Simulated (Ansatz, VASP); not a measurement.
## One calculation of NiSb, two programs

```
Ni Sb
1.0
     0.00000    2.85581    2.85581
     2.85581    0.00000    2.85581
     2.85581    2.85581    0.00000
Ni Sb
1 1
Direct
  0.00000 0.00000 0.00000
  0.25000 0.25000 0.25000
```

Alike in both runs: functional PBE; k mesh 16 × 16 × 16; occupations gaussian, width 0.1 eV; no spin polarisation.

Ansatz relaxed the structure, and its values are those at the end. VASP's run is a single point on that final structure, the one shown.

|  | VASP | Ansatz |
| --- | --- | --- |
| version | VASP 6.6.1 | Ansatz 0.2.0 |
| potentials or method | VASP PAW PBE potentials, release 64 (Ni, Sb), cutoff 520 eV | scalar-relativistic, plane waves, PAW |
| valence electrons in the cell | 15 | 33 |

```tsv
	VASP	Ansatz	Ansatz less VASP
gap on the k mesh at the Fermi level (eV)	none	none	-
pressure (GPa)	-0.1	0.0	+0.14
```

A gap of «none» marks a metal or a gap that the smearing closes. VASP's potentials hold 15 valence electrons a cell and Ansatz's 33, so a difference there can come from the potentials and not from the codes.

Neither program's run includes spin-orbit coupling.
